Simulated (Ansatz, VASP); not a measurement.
# Mo: VASP beside Ansatz

```xyz
4
Lattice="-1.5647 1.5647 -1.5647 -1.5647 -1.5647 1.5647 0.0000 6.9657 6.9657" Properties=species:S:1:pos:R:3 pbc="T T T"
Mo    0.0000    5.4763    5.4763
Mo   -1.5647    0.7823    0.7823
Mo    0.0000    2.3470    2.3470
Mo   -1.5647    3.9116    3.9116
```

Alike in both runs: task single point; functional PBEsol; k mesh 23 × 23 × 7; occupations gaussian, width 0.15 eV; no spin polarisation.

```csv
,VASP,Ansatz
version,VASP 6.6.1,Ansatz 0.2.0
potentials or method,"VASP PAW PBE potentials, release 64 (Mo_sv), cutoff 520 eV","scalar-relativistic, plane waves, PAW"
valence electrons in the cell,56,56
```

|  | VASP | Ansatz | Ansatz less VASP |
| --- | --- | --- | --- |
| gap on the k mesh at the Fermi level (eV) | none | none | - |
| pressure (GPa) | -10.7 | -11.1 | -0.41 |
| traceless stress, the component that is largest in VASP (GPa) | -3.31 | -3.29 | +0.021 |
| rms of the force components (eV/Å) | 0.476 | 0.469 | -0.0070 |

VASP's potentials were made for PBE, not for PBEsol. Atom by atom the forces differ by 0.007 eV/Å (rms over components). A gap of «none» marks a metal or a gap that the smearing closes. The functional is the same, so the differences come from potentials, cutoffs and numerics.
